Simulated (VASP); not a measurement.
Wanted: the native input for a VASP 6.6.1 run.

```
Task                   : single point
Functional             : PBE
Potentials or basis    : VASP PAW PBE potentials, release 64 (Ge_d, Ca_sv, Hg)
Cutoff                 : 520 eV
k mesh                 : 8 × 8 × 8
Occupations            : fermi-dirac, width 0.1 eV
Spin                   : no spin polarisation
Dipole correction      : no
Further INCAR settings : ALGO = Normal; EDIFF = 1e-06; NBANDS = 39
```

The structure of CaHg2Ge2 lies in POSCAR:

```
CaHg2Ge2
1.0
    0.0000000000      4.5179470000      0.0000000000
    4.5179470000      0.0000000000      0.0000000000
    2.2589740000      2.2589740000     -5.8218210000
Ge Ca Hg
2 1 2
Direct
    0.3860000000      0.3860000000      0.2280000000
    0.6140000000      0.6140000000      0.7720000000
    0.0000000000      0.0000000000      0.0000000000
    0.7500000000      0.2500000000      0.5000000000
    0.2500000000      0.7500000000      0.5000000000
```

These files were run (other wordings do the same):

INCAR

```
PREC = Accurate
ENCUT = 520
EDIFF = 1E-6
ISMEAR = -1
SIGMA = 0.1
LREAL = False
LASPH = True
NELM = 60
ALGO = Normal
ISIF = 2
LWAVE = False
LCHARG = False
GGA = PE
NBANDS = 39
```

KPOINTS

```
Automatic mesh
0
Gamma
  8 8 8
```

Potentials or basis: VASP PAW PBE potentials, release 64 (Ge_d, Ca_sv, Hg).

Run with:

```console
$ cat potpaw_PBE.64/Ge_d/POTCAR potpaw_PBE.64/Ca_sv/POTCAR potpaw_PBE.64/Hg/POTCAR > POTCAR
$ mpirun -np 1 vasp_std > vasp.out
```

It gave:

```yaml
Pressure: 2.3 GPa
Largest_force: 1.122 eV/Å
Band_gap_on_the_k_mesh: zero (bands 31 and 32 overlap by 0.95 eV)
```

Caveat: spin-orbit coupling is left out, which moves the levels of the heavy elements; forces of over 1 eV/Å act on the atoms, so gaps and moduli don't describe the material at rest.

Wall time 7.2 min on 1 thread of AMD EPYC 7571, on a shared host, peak memory 0.38 GiB.
